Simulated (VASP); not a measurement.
Here is a VASP 6.6.1 calculation.

The input INCAR:

```
SYSTEM = MnF2
PREC = Accurate ; ENCUT = 520
EDIFF = 1E-6 ; ISMEAR = 0
SIGMA = 0.05 ; LREAL = .False.
LASPH = .True. ; NELM = 150
ALGO = Normal ; ISIF = 2
LWAVE = .False. ; LCHARG = .True.
ISPIN = 2 ; MAGMOM = 2.81 0.94 -0.01 0.03 -0.01 0.03
LORBIT = 11 ; LMAXMIX = 4
LDAU = .True. ; LDAUTYPE = 2
LDAUL = 2 -1 ; LDAUU = 4 0
LDAUJ = 0 0 ; LDAUPRINT = 1
GGA = PS ; LELF = .True.
LVHAR = .True. ; NBANDS = 40
```

File KPOINTS:

```
regular mesh
0
Gamma
  4 4 6
  0 0 0
```

Contents of POSCAR:

```
MnF2
1.0
    4.8733996600      0.0000000000      0.0000000000
    0.0000000000      4.8733996600      0.0000000000
    0.0000000000      0.0000000000      3.3098997700
Mn F
2 4
Direct
    0.0000000000      0.0000000000      0.0000000000
    0.5000000000      0.5000000000      0.5000000000
    0.3050000000      0.3050000000      0.0000000000
    0.1950000000      0.8050000000      0.5000000000
    0.6950000000      0.6950000000      0.0000000000
    0.8050000000      0.1950000000      0.5000000000
```

Potentials or basis: VASP PAW PBE potentials, release 64 (Mn_pv, F).

Launch:

```console
$ cat potpaw_PBE.64/Mn_pv/POTCAR potpaw_PBE.64/F/POTCAR > POTCAR
$ mpirun -np 1 vasp_std > vasp.out
```

Question: Predict the band gap on the k mesh.

Answer: 2.25 eV.

Question: Predict the pressure.

Answer: 0.6 GPa.

Question: Predict the net moment.

Answer: 10.00 μB per cell.

Forces on the atoms (eV/Å):
```
Mn   0.000  0.000  0.000
Mn   0.000  0.000  0.000
F    0.006  0.006  0.000
F   -0.006  0.006  0.000
F   -0.006 -0.006  0.000
F    0.006 -0.006  0.000
```

Caveat: the PAW data sets were made with another functional, which shifts forces and pressure a little; the run started ferromagnetic, and an antiferromagnetic order may lie lower in energy. The state reached can hang on the start; a lower one may exist.
